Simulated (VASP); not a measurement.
A run of VASP 6.6.1:

File INCAR:

```
PREC     = Accurate       # precision mode
ENCUT    = 520            # plane-wave cutoff, eV
EDIFF    = 1E-6           # SCF threshold, eV
ISMEAR   = -1             # smearing method
SIGMA    = 0.05           # smearing width, eV
LREAL    = False          # projectors in reciprocal space
LASPH    = True           # aspherical terms in the spheres
NELM     = 100            # most SCF steps
ALGO     = Normal         # electronic algorithm
ISIF     = 2              # what is computed and relaxed
LWAVE    = False          # write WAVECAR
LCHARG   = False          # write CHGCAR
GGA      = PE             # functional
NBANDS   = 20             # bands
```

File KPOINTS:

```
regular mesh
0
Gamma
  9 9 9
```

File POSCAR:

```
SnO2
1.0
    0.0000000000      2.6080242793      2.6080242793
    2.6080242793      0.0000000000      2.6080242793
    2.6080242793      2.6080242793      0.0000000000
Sn O
1 2
Direct
    0.0000000000      0.0000000000      0.0000000000
    0.7500000000      0.7500000000      0.7500000000
    0.2500000000      0.2500000000      0.2500000000
```

Potentials or basis: VASP PAW PBE potentials, release 64 (Sn_d, O).

Command:

```console
$ cat potpaw_PBE.64/Sn_d/POTCAR potpaw_PBE.64/O/POTCAR > POTCAR
$ mpirun -np 1 vasp_std > vasp.out
```

Hardware: 1 thread of Intel(R) Xeon(R) Platinum 8259CL CPU @ 2.50GHz (Skylake/Cascade Lake), on a shared host.

Estimate the wall time of this run.

Wall time 21 s on 1 thread of Intel(R) Xeon(R) Platinum 8259CL CPU @ 2.50GHz (Skylake/Cascade Lake), with other jobs on the host, peak memory 0.16 GiB. Counts: scf iterations 13, k points 35.
